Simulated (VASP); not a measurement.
# Si3N in VASP: a series of runs

The runs below take Si3N through single point, with PBE+D3(BJ).

Everything below comes from runs of VASP 6.6.1. Logs are shortened: lines on timing, memory, paths and dates and some standing lists are left out, and cuts for length are marked.

### Step 1. The cell of the first run

The cell holds a slab with vacuum, 8 atoms: a = 3.833 Å, b = 5.421 Å, c = 22.488 Å, α = 90.00°, β = 90.00°, γ = 90.00°.

### Step 2. Single point, PBE+D3(BJ)

INCAR reads:

```
SYSTEM = Si3N
  PREC = Accurate
  ENCUT = 520
  EDIFF = 1E-6
  ISMEAR = 0
  SIGMA = 0.05
  LREAL = .FALSE.
  LASPH = .TRUE.
  NELM = 80
  ALGO = Normal
  ISIF = 2
  LWAVE = .FALSE.
  LCHARG = .TRUE.
  LDIPOL = .TRUE.
  IDIPOL = 3
  DIPOL = 0.5 0.5 0.321
  GGA = PE
  IVDW = 12
  LELF = .TRUE.
  LVHAR = .TRUE.
  LVACPOTAV = .TRUE.
  NBANDS = 27
```

KPOINTS reads:

```
Automatic mesh
0
G
  7 5 1
  0 0 0
```

POSCAR reads:

```
Si3N
1.0
    3.8333442755      0.0000000000      0.0000000000
    0.0000000000      5.4211674636      0.0000000000
    0.0000000000      0.0000000000     22.4877586337
Si N
6 2
Direct
    0.5000000000      0.0000000000      0.1778745523
    0.0000000000      0.2500000000      0.1778745523
    0.0000000000      0.5038839981      0.2608672216
    0.5000000000      0.7461160019      0.2608672216
    0.5000000000      0.0086033066      0.3418641564
    0.0000000000      0.2413966934      0.3418641564
    0.8333333333      0.5086033066      0.4797169344
    0.8333333333      0.5086033066      0.5286324363
```

Potentials or basis: VASP PAW PBE potentials, release 64 (Si, N).

Launch:

```sh
$ cat potpaw_PBE.64/Si/POTCAR potpaw_PBE.64/N/POTCAR > POTCAR
$ mpirun -np 1 vasp_std > vasp.out
```

OUTCAR:

```text
SYSTEM = Si3N
   PREC = Accurate
   ENCUT = 520
   EDIFF = 1E-6
   ISMEAR = 0
   LREAL = .FALSE.
   LASPH = .TRUE.
   NELM = 80
   ISIF = 2
   GGA = PE
   IVDW = 12
 IVDW          = 12

 ion  position               nearest neighbor table
   1  0.500  0.000  0.178-   4 2.32   2 2.35   2 2.35
   2  0.000  0.250  0.178-   3 2.32   1 2.35   1 2.35
   3  0.000  0.504  0.261-   6 2.31   2 2.32   4 2.32   4 2.32
   4  0.500  0.746  0.261-   5 2.31   1 2.32   3 2.32   3 2.32
   5  0.500  0.009  0.342-   6 2.29   6 2.29   4 2.31
   6  0.000  0.241  0.342-   5 2.29   5 2.29   3 2.31
   7  0.833  0.509  0.480-   8 1.10
   8  0.833  0.509  0.529-   7 1.10

  LATTYP: Found a simple orthorhombic cell.
 ALAT       =     3.8333442755
 B/A-ratio  =     1.4142135624
 C/A-ratio  =     5.8663550721

  Lattice vectors:

 A1 = (   3.8333442755,   0.0000000000,   0.0000000000)
 A2 = (   0.0000000000,   5.4211674636,   0.0000000000)
 A3 = (   0.0000000000,   0.0000000000,  22.4877586337)

Analysis of symmetry for initial positions (statically):
=====================================================================
 Subroutine PRICEL returns:
 Original cell was already a primitive cell.

 Routine SETGRP: Setting up the symmetry group for a
 simple orthorhombic supercell.

 Subroutine GETGRP returns: Found  1 space group operations
 (whereof  1 operations were pure point group operations)
 out of a pool of  8 trial point group operations.

The static configuration has the point symmetry C_1 .

Analysis of symmetry for dynamics (positions and initial velocities):
=====================================================================
 Subroutine PRICEL returns:
 Original cell was already a primitive cell.

 Routine SETGRP: Setting up the symmetry group for a
 simple orthorhombic supercell.

 Subroutine GETGRP returns: Found  1 space group operations
 (whereof  1 operations were pure point group operations)
 out of a pool of  8 trial point group operations.

The dynamic configuration has the point symmetry C_1 .

 Subroutine INISYM returns: Found  1 space group operations
 (whereof  1 operations are pure point group operations),
 and found     1 'primitive' translations

----------------------------------------------------------------------------------------

                                     Primitive cell

  volume of cell :     467.3226

  direct lattice vectors                    reciprocal lattice vectors
     3.833344276  0.000000000  0.000000000     0.260868821  0.000000000  0.000000000
     0.000000000  5.421167464  0.000000000     0.000000000  0.184462112  0.000000000
     0.000000000  0.000000000 22.487758634     0.000000000  0.000000000  0.044468638

  length of vectors
     3.833344276  5.421167464 22.487758634     0.260868821  0.184462112  0.044468638

  position of ions in fractional coordinates (direct lattice)
     0.500000000  0.000000000  0.177874552
     0.000000000  0.250000000  0.177874552
     0.000000000  0.503883998  0.260867222
     0.500000000  0.746116002  0.260867222
     0.500000000  0.008603307  0.341864156
     0.000000000  0.241396693  0.341864156
     0.833333333  0.508603307  0.479716934
     0.833333333  0.508603307  0.528632436

  ion indices of the primitive-cell ions
   primitive index   ion index
                 1           1
                 2           2
                 3           3
                 4           4
                 5           5
                 6           6
                 7           7
                 8           8

----------------------------------------------------------------------------------------

 KPOINTS: Automatic mesh

Automatic generation of k-mesh.
 Grid dimensions read from file:
 generate k-points for:    7    5    1

 Generating k-lattice:

  Cartesian coordinates                     Fractional coordinates (reciprocal lattice)
     0.037266974  0.000000000  0.000000000     0.142857143  0.000000000  0.000000000
     0.000000000  0.036892422  0.000000000     0.000000000  0.200000000  0.000000000
     0.000000000  0.000000000  0.044468638     0.000000000  0.000000000  1.000000000

  Length of vectors
     0.037266974  0.036892422  0.044468638

  Shift w.r.t. Gamma in fractional coordinates (k-lattice)
     0.000000000  0.000000000  0.000000000

 Subroutine IBZKPT returns following result:
 ===========================================

 Found     18 irreducible k-points:

 Following reciprocal coordinates:
            Coordinates               Weight
  0.000000  0.000000  0.000000      1.000000
  0.142857  0.000000  0.000000      2.000000
  0.285714  0.000000  0.000000      2.000000
  0.428571  0.000000  0.000000      2.000000
  0.000000  0.200000  0.000000      2.000000
  0.142857  0.200000  0.000000      2.000000
[... 10 lines left out ...]
  0.428571  0.400000  0.000000      2.000000
  0.428571 -0.400000  0.000000      2.000000
   k-points           NKPTS =     18   k-points in BZ     NKDIM =     18   number of bands    NBANDS=     27
   number of dos      NEDOS =    301   number of ions     NIONS =      8
   total plane-waves  NPLWV = 201600
   dimension x,y,z NGX =    30 NGY =   40 NGZ =  168
   dimension x,y,z NGXF=    60 NGYF=   80 NGZF=  336
   ions per type =               6   2
   NGX,Y,Z   is equivalent  to a cutoff of  13.01, 12.27, 12.42 a.u.
   NGXF,Y,Z  is equivalent  to a cutoff of  26.02, 24.53, 24.84 a.u.
 SYSTEM =  Si3N
   PREC   = accura    normal or accurate (medium, high low for compatibility)
   ISTART =      0    job   : 0-new  1-cont  2-samecut
   ICHARG =      2    charge: 1-file 2-atom 10-const
   ISPIN  =      1    spin polarized calculation?
   LNONCOLLINEAR =      F non collinear calculations
   LSORBIT =      F    spin-orbit coupling
   LASPH  =      T    aspherical Exc in radial PAW
   ENCUT  =  520.0 eV  38.22 Ry    6.18 a.u.   7.13 10.08 41.81*2*pi/ulx,y,z
   NELM   =     80;   NELMIN=  2; NELMDL= -5     # of ELM steps
   EDIFF  = 0.1E-05   stopping-criterion for ELM
   LREAL  =      F    real-space projection
   EDIFFG = 0.1E-04   stopping-criterion for IOM
   NSW    =      0    number of steps for IOM
   IBRION =     -1    ionic relax: 0-MD 1-quasi-New 2-CG
   NFREE  =      0    steps in history (QN), initial steepest desc. (CG)
   ISIF   =      2    stress and relaxation
   ISYM   =      2    0-nonsym 1-usesym 2-fastsym
   POTIM  = 0.5000    time-step for ionic-motion
   TEBEG  =    0.0;   TEEND  =   0.0 temperature during run
   PSTRESS=    0.0 pullay stress
   NELECT =      34.0000    total number of electrons
   NUPDOWN=      -1.0000    fix difference up-down
   EMIN   =  10.00;   EMAX   =-10.00  energy-range for DOS
   EFERMI =   0.00;   METHOD = LEGACY
   ISMEAR =     0;   SIGMA  =   0.05  broadening in eV -4-tet -1-fermi 0-gaus
   EFERMI_NEDOS =   21; number of points for ismear=-14 and -15
   IALGO  =     38    algorithm
   IMIX   =      4    mixing-type and parameters
     AMIX     =   0.40;   BMIX     =  1.00
     AMIX_MAG =   1.60;   BMIX_MAG =  1.00
  volume/ion in A,a.u.               =      58.42       394.21
  Fermi-wavevector in a.u.,A,eV,Ry     =   0.683432  1.291500  6.355006  0.467080
  Thomas-Fermi vector in A             =   1.762794
   LORBIT       =      0    0 simple, 1 ext, 2 COOP (PROOUT), +10 PAW based schemes
   GGA     = PE    functional components
   LHFCALC =     F    Hartree Fock is set to
   AEXX    =    0.0000 exact exchange contribution
   IVDW    =    12    specifies the selected vdW correction
   LEPSILON=     F    determine dielectric tensor
   LRPA    =     F    only Hartree local field effects (RPA)
 non-spin polarized calculation
 Gauss-broadening in eV      SIGMA  =   0.05
  energy-cutoff  :      520.00
  volume of cell :      467.32
 maximum number of plane-waves:     12627
 NGX is ok and might be reduce to    30
   NGX = 15   NGY = 21   NGZ = 83

 dipolmoment           0.000000      0.000000      0.000011 electrons x Angstroem

 number of electron      34.0000001 magnetization

 dipolmoment           0.000000      0.000000     -0.008987 electrons x Angstroem

 Free energy of the ion-electron system (eV)
  ---------------------------------------------------
  ext. energy  EPLUGINS =         0.00000000
  ---------------------------------------------------
  free energy    TOTEN  =       -45.00011594 eV

  energy without entropy =      -44.99291769  energy(sigma->0) =      -44.99651682

 E-fermi :  -1.7074     XC(G=0):  -3.8145

 val. band max:       -1.7091097161   @ k =   0.2857  -0.4000   0.0000
 cond. band min:      -1.6919209386   @ k =   0.2857   0.4000   0.0000
 fundamental gap:      0.0171887775
 Fermi energy:        -1.7074332887

 k-point     1 :       0.0000    0.0000    0.0000
  band No.  band energies     occupation
      1     -25.5935      2.00000
      2     -13.1265      2.00000
      3     -11.2866      2.00000
      4     -10.6899      2.00000
      5      -9.8218      2.00000
      6      -8.8560      2.00000
[... 19 lines left out ...]
     26       1.6246      0.00000
     27       2.4773      0.00000

 k-point     2 :       0.1429    0.0000    0.0000
  band No.  band energies     occupation
      1     -25.5902      2.00000
      2     -12.9462      2.00000
      3     -11.1037      2.00000
      4     -10.6717      2.00000
      5      -9.6299      2.00000
      6      -8.8977      2.00000
[... 19 lines left out ...]
     26       2.2476      0.00000
     27       2.6444      0.00000

 k-point     3 :       0.2857    0.0000    0.0000
  band No.  band energies     occupation
      1     -25.5829      2.00000
      2     -12.4140      2.00000
      3     -10.6849      2.00000
      4     -10.5048      2.00000
      5      -9.4470      2.00000
      6      -9.0578      2.00000
[... 414 lines left out ...]
      1     -25.5770      2.00000
      2     -11.0929      2.00000
      3     -10.6997      2.00000
      4     -10.6127      2.00000
      5      -9.5010      2.00000
      6      -9.0027      2.00000
[... 19 lines left out ...]
     26       2.7360      0.00000
     27       3.2391      0.00000

 k-point    18 :       0.4286   -0.4000    0.0000
  band No.  band energies     occupation
      1     -25.5770      2.00000
      2     -11.0931      2.00000
      3     -10.6972      2.00000
      4     -10.6151      2.00000
      5      -9.5017      2.00000
      6      -9.0021      2.00000
[... 19 lines left out ...]
     26       2.7292      0.00000
     27       3.2230      0.00000

------------------------ aborting loop because EDIFF is reached ----------------------------------------

 Edisp (eV)   -1.63354

 E8    (eV) :    -0.6918

  FORCE on cell =-STRESS in cart. coord.  units (eV):
  Direction    XX          YY          ZZ          XY          YZ          ZX
  --------------------------------------------------------------------------------------
  -------------------------------------------------------------------------------------
  Total       0.09875     0.20408     2.75427    -0.06184     0.03760    -0.05161
  in kB       0.33857     0.69967     9.44278    -0.21203     0.12891    -0.17695
  external pressure =        3.49 kB  Pullay stress =        0.00 kB

 VOLUME and BASIS-vectors are now :
 -----------------------------------------------------------------------------
  energy-cutoff  :      520.00
  volume of cell :      467.32
      direct lattice vectors                 reciprocal lattice vectors
     3.833344276  0.000000000  0.000000000     0.260868821  0.000000000  0.000000000
     0.000000000  5.421167464  0.000000000     0.000000000  0.184462112  0.000000000
     0.000000000  0.000000000 22.487758634     0.000000000  0.000000000  0.044468638

 POSITION                                       TOTAL-FORCE (eV/Angst)
 -----------------------------------------------------------------------------------
      1.91667      0.00000      4.00000         0.004880      0.549059     -0.056583
      0.00000      1.35529      4.00000        -0.003298     -0.546660     -0.057257
      0.00000      2.73164      5.86632         0.000590     -0.069450      0.011246
      1.91667      4.04482      5.86632         0.001444      0.088242      0.007727
      1.91667      0.04664      7.68776        -0.008057      0.000639      0.094404
      0.00000      1.30865      7.68776         0.021878     -0.053834     -0.026865
      3.19445      2.75722     10.78776        -0.028133      0.048030     -2.144648
      3.19445      2.75722     11.88776         0.010696     -0.016024      2.171976
 -----------------------------------------------------------------------------------
    total drift:                                0.000056      0.000229     -0.000480

  FREE ENERGIE OF THE ION-ELECTRON SYSTEM (eV)
  ---------------------------------------------------
  free  energy   TOTEN  =       -46.6336555183 eV

  energy  without entropy=      -46.6264572625  energy(sigma->0) =      -46.63005639

 vacuum level on the upper side and lower side of the slab         3.052         3.130
```

Run time: 4.1 min. Hardware: 1 thread of AMD EPYC 9R45 (Zen 5), shared host; peak memory 0.53 GiB.

What came out:

| Property | Result |
| --- | --- |
| Free energy | -46.6337 eV |
| Largest force | 2.172 eV/Å |
| Band gap on the k mesh | zero (band 17 reaches -1.54 eV, above the bottom of band 18 at -1.79 eV) |
| Dispersion energy per atom | -0.204 eV |

Forces on the atoms (eV/Å):
```
Si   0.005  0.549 -0.057
Si  -0.003 -0.547 -0.057
Si   0.001 -0.069  0.011
Si   0.001  0.088  0.008
Si  -0.008  0.001  0.094
Si   0.022 -0.054 -0.027
N   -0.028  0.048 -2.145
N    0.011 -0.016  2.172
```

Caveat: the standard files for N, O and F lose accuracy on very short bonds.

### Step 3. Single point, PBE+D3(BJ)

INCAR reads:

```
SYSTEM = Si3N
PREC = Accurate
ENCUT = 520
EDIFF = 1E-7
ISMEAR = 0
SIGMA = 0.05
LREAL = .False.
LASPH = .True.
NELM = 80
ALGO = Normal
ISIF = 2
LWAVE = .False.
LCHARG = .False.
LDIPOL = .True.
IDIPOL = 3
DIPOL = 0.5 0.5 0.321
GGA = PE
IVDW = 12
NBANDS = 27
```

KPOINTS reads:

```
regular mesh
0
Gamma
  7 5 1
  0 0 0
```

POSCAR, as its differences from that of step 2:

```diff
@@ -14,3 +14,3 @@
     0.0000000000      0.2413966934      0.3418641564
-    0.8333333333      0.5086033066      0.4797169344
-    0.8333333333      0.5086033066      0.5286324363
+    0.8333333333      0.8419366399      0.4797169344
+    0.8333333333      0.8419366399      0.5286324363
```

Potentials or basis: VASP PAW PBE potentials, release 64 (Si, N).

Launch:

```sh
$ cat potpaw_PBE.64/Si/POTCAR potpaw_PBE.64/N/POTCAR > POTCAR
$ mpirun -np 1 vasp_std > vasp.out
```

It took 4.3 min on 1 thread of AMD EPYC 9R45 (Zen 5), shared host; peak memory 0.55 GiB.

It converged, with:

```yaml
Free_energy: -46.6334 eV
Largest_force: 2.188 eV/Å
Band_gap_on_the_k_mesh: zero (band 17 reaches -1.52 eV, above the bottom of band 18 at -1.79 eV)
Dispersion_energy_per_atom: -0.205 eV
```

Forces on the atoms (eV/Å):
```
Si   0.005  0.551 -0.047
Si  -0.007 -0.551 -0.059
Si   0.000 -0.095  0.010
Si  -0.002  0.068 -0.003
Si  -0.030  0.043 -0.014
Si   0.007  0.014  0.074
N    0.045 -0.039 -2.148
N   -0.017  0.010  2.188
```

Levels at points of the mesh, in eV from the Fermi level:
| k point | band 15 | band 16 | band 17 | band 18 | band 19 | band 20 |
| --- | --- | --- | --- | --- | --- | --- |
| (0.00, 0.00, 0.00) | -0.68 | -0.41 | -0.31 | 0.27 | 1.18 | 2.08 |

Caveat: the standard files for N, O and F lose accuracy on very short bonds.
